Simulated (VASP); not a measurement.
# Yb (Fm-3m) in VASP: further runs

Yb is run at these levels: r2SCAN, BLYP+D3(BJ), PBEsol, RPBE; tasks: single point.

All numbers are computed with VASP 6.6.1; they aren't measurements. Logs are shortened: lines on timing, memory, paths and dates and some standing lists are left out, and cuts for length are marked.

## 1. The cell of the first run

Symmetry: Fm-3m, No. 225, cubic system. Conventional cell: a = 5.594 Å, b = 5.594 Å, c = 5.594 Å, α = 90.00°, β = 90.00°, γ = 90.00°. Within 5.2 Å of Yb (site symmetry m-3m) lie 12 Yb at 3.96 Å.

## 2. Single point, r2SCAN, collinear spin, ferromagnetic start

File POSCAR:

```
Yb
1.0
    0.0000000000      2.7968999332      2.7968999332
    2.7968999332      0.0000000000      2.7968999332
    2.7968999332      2.7968999332      0.0000000000
Yb
1
Direct
    0.0000000000      0.0000000000      0.0000000000
```

File INCAR.step1:

```
  PREC = Accurate
  ENCUT = 520
  ISMEAR = -1
  SIGMA = 0.05
  LREAL = False
  LASPH = True
  NELM = 150
  ISPIN = 2
  MAGMOM = 1
  LMAXMIX = 6
  NBANDS = 22
  GGA = PE
  ALGO = Normal
  EDIFF = 1E-4
  LWAVE = True
  LCHARG = False
```

File INCAR.step2:

```
  PREC = Accurate
  ENCUT = 520
  EDIFF = 1E-7
  ISMEAR = -1
  SIGMA = 0.05
  LREAL = False
  LASPH = True
  NELM = 150
  ALGO = Normal
  ISIF = 2
  LWAVE = False
  LCHARG = True
  ISPIN = 2
  MAGMOM = 1
  LORBIT = 11
  LMAXMIX = 6
  METAGGA = R2SCAN
  LMIXTAU = True
  LELF = True
  LVHAR = True
  NBANDS = 22
  ISTART = 1
```

File KPOINTS:

```
Automatic mesh
0
Gamma
  8 8 8
```

Potentials or basis: VASP PAW PBE potentials, release 64 (Yb).

Run with:

```sh
cat potpaw_PBE.64/Yb/POTCAR > POTCAR
cp INCAR.step1 INCAR
mpirun -np 1 vasp_std > vasp.out
cp INCAR.step2 INCAR
mpirun -np 1 vasp_std > vasp.out
```

OUTCAR:

```text
PREC = Accurate
   ENCUT = 520
   EDIFF = 1E-7
   ISMEAR = -1
   LREAL = False
   LASPH = True
   NELM = 150
   ISIF = 2
   ISPIN = 2
   LORBIT = 11
   METAGGA = R2SCAN
   ISTART = 1

 ion  position               nearest neighbor table
   1  0.000  0.000  0.000-

  LATTYP: Found a face centered cubic cell.
 ALAT       =     5.5937998664

  Lattice vectors:

 A1 = (   0.0000000000,   2.7968999332,   2.7968999332)
 A2 = (   2.7968999332,   0.0000000000,   2.7968999332)
 A3 = (   2.7968999332,   2.7968999332,   0.0000000000)

Analysis of symmetry for initial positions (statically):
=====================================================================
 Subroutine PRICEL returns:
 Original cell was already a primitive cell.

 Routine SETGRP: Setting up the symmetry group for a
 face centered cubic supercell.

 Subroutine GETGRP returns: Found 48 space group operations
 (whereof 48 operations were pure point group operations)
 out of a pool of 48 trial point group operations.

The static configuration has the point symmetry O_h .

Analysis of symmetry for dynamics (positions and initial velocities):
=====================================================================
 Subroutine PRICEL returns:
 Original cell was already a primitive cell.

 Routine SETGRP: Setting up the symmetry group for a
 face centered cubic supercell.

 Subroutine GETGRP returns: Found 48 space group operations
 (whereof 48 operations were pure point group operations)
 out of a pool of 48 trial point group operations.

The dynamic configuration has the point symmetry O_h .

Analysis of structural, dynamic, and magnetic symmetry:
=====================================================================
 Subroutine PRICEL returns:
 Original cell was already a primitive cell.

 Routine SETGRP: Setting up the symmetry group for a
 face centered cubic supercell.

 Subroutine GETGRP returns: Found 48 space group operations
 (whereof 48 operations were pure point group operations)
 out of a pool of 48 trial point group operations.

The overall configuration has the point symmetry O_h .

 Subroutine INISYM returns: Found 48 space group operations
 (whereof 48 operations are pure point group operations),
 and found     1 'primitive' translations

----------------------------------------------------------------------------------------

                                     Primitive cell

  volume of cell :      43.7583

  direct lattice vectors                    reciprocal lattice vectors
     0.000000000  2.796899933  2.796899933    -0.178769356  0.178769356  0.178769356
     2.796899933  0.000000000  2.796899933     0.178769356 -0.178769356  0.178769356
     2.796899933  2.796899933  0.000000000     0.178769356  0.178769356 -0.178769356

  length of vectors
     3.955413818  3.955413818  3.955413818     0.309637608  0.309637608  0.309637608

  position of ions in fractional coordinates (direct lattice)
     0.000000000  0.000000000  0.000000000

  ion indices of the primitive-cell ions
   primitive index   ion index
                 1           1

----------------------------------------------------------------------------------------

 KPOINTS: Automatic mesh

Automatic generation of k-mesh.
 Grid dimensions read from file:
 generate k-points for:    8    8    8

 Generating k-lattice:

  Cartesian coordinates                     Fractional coordinates (reciprocal lattice)
    -0.022346170  0.022346170  0.022346170     0.125000000  0.000000000  0.000000000
     0.022346170 -0.022346170  0.022346170     0.000000000  0.125000000  0.000000000
     0.022346170  0.022346170 -0.022346170     0.000000000  0.000000000  0.125000000

  Length of vectors
     0.038704701  0.038704701  0.038704701

  Shift w.r.t. Gamma in fractional coordinates (k-lattice)
     0.000000000  0.000000000  0.000000000

 Subroutine IBZKPT returns following result:
 ===========================================

 Found     29 irreducible k-points:

 Following reciprocal coordinates:
            Coordinates               Weight
  0.000000  0.000000  0.000000      1.000000
  0.125000  0.000000  0.000000      8.000000
  0.250000  0.000000  0.000000      8.000000
  0.375000  0.000000  0.000000      8.000000
  0.500000  0.000000  0.000000      4.000000
  0.125000  0.125000  0.000000      6.000000
[... 16 lines left out ...]
  0.500000  0.250000  0.125000     48.000000
 -0.375000  0.250000  0.125000     24.000000
 [... further k-points ...]
   k-points           NKPTS =     29   k-points in BZ     NKDIM =     29   number of bands    NBANDS=     22
   number of dos      NEDOS =    301   number of ions     NIONS =      1
   total plane-waves  NPLWV =  27000
   dimension x,y,z NGX =    30 NGY =   30 NGZ =   30
   dimension x,y,z NGXF=    60 NGYF=   60 NGZF=   60
   ions per type =               1
   NGX,Y,Z   is equivalent  to a cutoff of  12.61, 12.61, 12.61 a.u.
   NGXF,Y,Z  is equivalent  to a cutoff of  25.22, 25.22, 25.22 a.u.
 SYSTEM =  unknown system
   PREC   = accura    normal or accurate (medium, high low for compatibility)
   ISTART =      1    job   : 0-new  1-cont  2-samecut
   ICHARG =      0    charge: 1-file 2-atom 10-const
   ISPIN  =      2    spin polarized calculation?
   LNONCOLLINEAR =      F non collinear calculations
   LSORBIT =      F    spin-orbit coupling
   LASPH  =      T    aspherical Exc in radial PAW
   ENCUT  =  520.0 eV  38.22 Ry    6.18 a.u.   7.35  7.35  7.35*2*pi/ulx,y,z
   NELM   =    150;   NELMIN=  2; NELMDL=  0     # of ELM steps
   EDIFF  = 0.1E-06   stopping-criterion for ELM
   LREAL  =      F    real-space projection
   EDIFFG = 0.1E-05   stopping-criterion for IOM
   NSW    =      0    number of steps for IOM
   IBRION =     -1    ionic relax: 0-MD 1-quasi-New 2-CG
   NFREE  =      0    steps in history (QN), initial steepest desc. (CG)
   ISIF   =      2    stress and relaxation
   ISYM   =      2    0-nonsym 1-usesym 2-fastsym
   POTIM  = 0.5000    time-step for ionic-motion
   TEBEG  =    0.0;   TEEND  =   0.0 temperature during run
   PSTRESS=    0.0 pullay stress
   NELECT =      24.0000    total number of electrons
   NUPDOWN=      -1.0000    fix difference up-down
   EMIN   =  10.00;   EMAX   =-10.00  energy-range for DOS
   EFERMI =   0.00;   METHOD = LEGACY
   ISMEAR =    -1;   SIGMA  =   0.05  broadening in eV -4-tet -1-fermi 0-gaus
   EFERMI_NEDOS =   21; number of points for ismear=-14 and -15
   IALGO  =     38    algorithm
   IMIX   =      4    mixing-type and parameters
     AMIX     =   0.40;   BMIX     =  1.00
     AMIX_MAG =   1.60;   BMIX_MAG =  1.00
  volume/ion in A,a.u.               =      43.76       295.30
  Fermi-wavevector in a.u.,A,eV,Ry     =   1.340062  2.532351 24.432892  1.795767
  Thomas-Fermi vector in A             =   2.468405
   LORBIT       =     11    0 simple, 1 ext, 2 COOP (PROOUT), +10 PAW based schemes
   METAGGA = R2SCAN    functional components
   LHFCALC =     F    Hartree Fock is set to
   AEXX    =    0.0000 exact exchange contribution
   IVDW    =     0    specifies the selected vdW correction
   LEPSILON=     F    determine dielectric tensor
   LRPA    =     F    only Hartree local field effects (RPA)
 spin polarized calculation
  energy-cutoff  :      520.00
  volume of cell :       43.76
 maximum number of plane-waves:      1243
 NGX is ok and might be reduce to    30
   NGX = 15   NGY = 15   NGZ = 15

 number of electron      24.0000013 magnetization       0.0008609

 number of electron      24.0000014 magnetization      -0.0004912

 Free energy of the ion-electron system (eV)
  ---------------------------------------------------
  ext. energy  EPLUGINS =         0.00000000
  ---------------------------------------------------
  free energy    TOTEN  =       -35.43911245 eV

  energy without entropy =      -35.41634845  energy(sigma->0) =      -35.42773045

 E-fermi :   0.8965     XC(G=0):  -9.2590

 val. band max:        0.8964421773   @ k =   0.5000   0.0000   0.0000
 cond. band min:       0.8968152786   @ k =   0.5000   0.0000   0.0000
 fundamental gap:      0.0003731012
 Fermi energy:         0.8965192096

 spin component 1

 k-point     1 :       0.0000    0.0000    0.0000
  band No.  band energies     occupation
      1     -52.5883      1.00000
      2     -24.2455      1.00000
      3     -24.2453      1.00000
      4     -24.2453      1.00000
      5      -4.0013      1.00000
      6       0.5437      0.99914
[... 14 lines left out ...]
     21      12.5040      0.00000
     22      14.4606      0.00000

 k-point     2 :       0.1250    0.0000    0.0000
  band No.  band energies     occupation
      1     -52.5873      1.00000
      2     -24.2712      1.00000
      3     -24.2490      1.00000
      4     -24.2488      1.00000
      5      -3.6916      1.00000
      6       0.5474      0.99907
[... 14 lines left out ...]
     21      13.1003      0.00000
     22      15.5218      0.00000
[... 523 lines left out ...]
     21      13.0570      0.00000
     22      15.3479      0.00000

 k-point    24 :      -0.3750    0.2500    0.1250
  band No.  band energies     occupation
      1     -52.5803      1.00000
      2     -24.3950      1.00000
      3     -24.3147      1.00000
      4     -24.2839      1.00000
      5       0.1048      1.00000
      6       0.5279      0.99937
[... 14 lines left out ...]
     21      12.2197      0.00000
     22      16.8632      0.00000

 [... further k-points ...]

 spin component 2

 k-point     1 :       0.0000    0.0000    0.0000
  band No.  band energies     occupation
      1     -52.5886      1.00000
      2     -24.2457      1.00000
      3     -24.2455      1.00000
      4     -24.2455      1.00000
      5      -4.0011      1.00000
      6       0.5424      0.99916
[... 14 lines left out ...]
     21      12.5038      0.00000
     22      14.4607      0.00000

 k-point     2 :       0.1250    0.0000    0.0000
  band No.  band energies     occupation
      1     -52.5876      1.00000
      2     -24.2714      1.00000
      3     -24.2492      1.00000
      4     -24.2490      1.00000
      5      -3.6914      1.00000
      6       0.5462      0.99909
[... 14 lines left out ...]
     21      13.1001      0.00000
     22      15.5219      0.00000
[... 523 lines left out ...]
     21      13.0570      0.00000
     22      15.3481      0.00000

 k-point    24 :      -0.3750    0.2500    0.1250
  band No.  band energies     occupation
      1     -52.5806      1.00000
      2     -24.3952      1.00000
      3     -24.3149      1.00000
      4     -24.2841      1.00000
      5       0.1050      1.00000
      6       0.5272      0.99938
[... 14 lines left out ...]
     21      12.2198      0.00000
     22      16.8633      0.00000

 [... further k-points ...]
[... 5 lines left out ...]
  --------------------------------------------------------------------------------------
  -------------------------------------------------------------------------------------
  Total       -0.1774757     -0.1774757     -0.1774757      0.0000000     -0.0000000     -0.0000000
  in kB       -6.4981350     -6.4981350     -6.4981350      0.0000000     -0.0000000     -0.0000000
  external PRESSURE =      -6.4981350 kB  Pullay stress =       0.0000000 kB

 VOLUME and BASIS-vectors are now :
 -----------------------------------------------------------------------------
  energy-cutoff  :      520.00
  volume of cell :       43.76
      direct lattice vectors                 reciprocal lattice vectors
     0.000000000  2.796899933  2.796899933    -0.178769356  0.178769356  0.178769356
     2.796899933  0.000000000  2.796899933     0.178769356 -0.178769356  0.178769356
     2.796899933  2.796899933  0.000000000     0.178769356  0.178769356 -0.178769356

 POSITION                                       TOTAL-FORCE (eV/Angst)
 -----------------------------------------------------------------------------------
      0.00000      0.00000      0.00000         0.000000      0.000000      0.000000
 -----------------------------------------------------------------------------------
    total drift:                               -0.000000     -0.000000      0.000000

  FREE ENERGIE OF THE ION-ELECTRON SYSTEM (eV)
  ---------------------------------------------------
  free  energy   TOTEN  =       -35.4391124508 eV

  energy  without entropy=      -35.4163484521  energy(sigma->0) =      -35.42773045

 total charge

# of ion       s       p       d       f       tot
--------------------------------------------------
    1        2.187   5.939   0.156  13.648  21.930

 magnetization (x)

# of ion       s       p       d       f       tot
--------------------------------------------------
    1       -0.000   0.000   0.000  -0.001  -0.001
```

It took 14 min on 1 thread of Intel Xeon Platinum 8375C at 2.90GHz (Ice Lake), shared host; peak memory 0.25 GiB.

What came out:

```
Free energy                                           : -35.4391 eV
Pressure                                              : -0.6 GPa
Band gap on the k mesh                                : zero (filled and empty bands overlap)
Net moment                                            : 0.00 μB per cell
Valence electrons inside the program's atomic spheres : Yb 21.93
```

Levels at points of the mesh, in eV from the Fermi level:
Spin up:
```csv
k point,band 8,band 9,band 10,band 11,band 12,band 13,band 14,band 15,band 16,band 17
"(0.00, 0.00, 0.00)",-0.31,-0.31,-0.27,-0.27,-0.27,3.03,3.03,3.03,4.83,4.83
"(0.50, 0.00, 0.00)",-0.34,-0.34,-0.27,-0.25,-0.25,0.00,2.82,2.82,6.10,6.10
"(0.50, 0.50, 0.00)",-0.34,-0.32,-0.26,-0.26,-0.25,0.51,1.15,6.11,6.47,6.47
```
Spin down:
```tsv
k point	band 8	band 9	band 10	band 11	band 12	band 13	band 14	band 15	band 16	band 17
(0.00, 0.00, 0.00)	-0.31	-0.31	-0.27	-0.27	-0.27	3.03	3.03	3.03	4.83	4.83
(0.50, 0.00, 0.00)	-0.34	-0.34	-0.27	-0.25	-0.25	0.00	2.82	2.82	6.10	6.10
(0.50, 0.50, 0.00)	-0.34	-0.32	-0.26	-0.26	-0.25	0.51	1.15	6.11	6.47	6.47
```

Caveat: the PAW data sets were made with another functional, which shifts forces and pressure a little; spin-orbit coupling is left out, which moves the levels of the heavy elements. The state reached can hang on the start; a lower one may exist.

## 3. Single point, BLYP+D3(BJ), collinear spin, ferromagnetic start (volume scaled by 1.15)

File INCAR:

```
SYSTEM = Yb
  PREC = Accurate
  ENCUT = 520
  EDIFF = 1E-7
  ISMEAR = -1
  SIGMA = 0.025
  LREAL = .FALSE.
  LASPH = .TRUE.
  NELM = 150
  ALGO = Normal
  ISIF = 2
  LWAVE = .FALSE.
  LCHARG = .TRUE.
  ISPIN = 2
  MAGMOM = 1
  LORBIT = 11
  NUPDOWN = 1.0
  LMAXMIX = 6
  GGA = B5
  ALDAX = 1.0
  AGGAX = 1.0
  AGGAC = 1.0
  ALDAC = 0.0
  IVDW = 12
  VDW_S6 = 1.0
  VDW_S8 = 2.6996
  VDW_A1 = 0.4298
  VDW_A2 = 4.2359
  LELF = .TRUE.
  LVHAR = .TRUE.
  NBANDS = 22
```

File KPOINTS:

```
Automatic mesh
0
G
  8 8 8
  0 0 0
```

File POSCAR:

```
Yb
1.0
    0.0000000000      2.4830659488      2.4830659488
    2.4830659488      0.0000000000      2.4830659488
    2.4830659488      2.4830659488      0.0000000000
Yb
1
Direct
    0.0000000000      0.0000000000      0.0000000000
```

Potentials or basis: VASP PAW PBE potentials, release 64 (Yb).

Run with:

```sh
cat potpaw_PBE.64/Yb/POTCAR > POTCAR
mpirun -np 1 vasp_std > vasp.out
```

OUTCAR:

```text
SYSTEM = Yb
   PREC = Accurate
   ENCUT = 520
   EDIFF = 1E-7
   ISMEAR = -1
   LREAL = .FALSE.
   LASPH = .TRUE.
   NELM = 150
   ISIF = 2
   ISPIN = 2
   LORBIT = 11
   NUPDOWN = 1.0
   GGA = B5
   IVDW = 12
 IVDW          = 12

 ion  position               nearest neighbor table
   1  0.000  0.000  0.000-

  LATTYP: Found a face centered cubic cell.
 ALAT       =     4.9661318976

  Lattice vectors:

 A1 = (   0.0000000000,   2.4830659488,   2.4830659488)
[... 1413 lines left out ...]
  -------------------------------------------------------------------------------------
  Total      -0.13662    -0.13662    -0.13662    -0.00000    -0.00000     0.00000
  in kB      -7.14867    -7.14867    -7.14867    -0.00000    -0.00000     0.00000
  external pressure =       -7.15 kB  Pullay stress =        0.00 kB

 VOLUME and BASIS-vectors are now :
 -----------------------------------------------------------------------------
  energy-cutoff  :      520.00
  volume of cell :       30.62
      direct lattice vectors                 reciprocal lattice vectors
     0.000000000  2.483065949  2.483065949    -0.201363963  0.201363963  0.201363963
     2.483065949  0.000000000  2.483065949     0.201363963 -0.201363963  0.201363963
     2.483065949  2.483065949  0.000000000     0.201363963  0.201363963 -0.201363963

 POSITION                                       TOTAL-FORCE (eV/Angst)
 -----------------------------------------------------------------------------------
      0.00000      0.00000      0.00000        -0.000000     -0.000000      0.000000
 -----------------------------------------------------------------------------------
    total drift:                               -0.000000     -0.000000     -0.000000

  FREE ENERGIE OF THE ION-ELECTRON SYSTEM (eV)
  ---------------------------------------------------
  free  energy   TOTEN  =        -3.3090920970 eV

  energy  without entropy=       -3.2922403932  energy(sigma->0) =       -3.30066625

 total charge

# of ion       s       p       d       f       tot
--------------------------------------------------
    1        2.241   5.967   0.423  13.513  22.145

 magnetization (x)

# of ion       s       p       d       f       tot
--------------------------------------------------
    1        0.015   0.064   0.224   0.257   0.560
```

stdout:

```text
POSCAR found type information on POSCAR Yb
 POSCAR found :  1 types and       1 ions
 scaLAPACK will be used
 -----------------------------------------------------------------------------
|                                                                             |
|                                                                             |
|     You enforced a specific xc type in the INCAR file but a different       |
|     I HOPE YOU KNOW WHAT YOU ARE DOING!                                     |
|                                                                             |
 -----------------------------------------------------------------------------

 LDA part: xc-table for (Slater(with rela. corr.)+VWN5), standard interpolation
 POSCAR, INCAR and KPOINTS ok, starting setup
 FFT: planning ... GRIDC
 FFT: planning ... GRID_SOFT
 FFT: planning ... GRID
 WAVECAR not read
 entering main loop
```

Wall time 1.8 min (1 thread of Intel Xeon 6975P-C, shared host); peak memory 0.21 GiB.

What came out:

| Property | Result |
| --- | --- |
| Free energy | -3.3091 eV |
| Pressure | -0.7 GPa |
| Net moment | 1.00 μB per cell |
| Site moments | Yb +0.56 μB |
| Valence electrons inside the program's atomic spheres | Yb 22.14 |
| Dispersion energy per atom | -0.905 eV |

Caveat: three body term missing; the PAW data sets were made with another functional, which shifts forces and pressure a little; spin-orbit coupling is left out, which moves the levels of the heavy elements; the total moment is fixed, so each spin has its own Fermi level. The state reached can hang on the start; a lower one may exist.

[end of part 1 of 2]
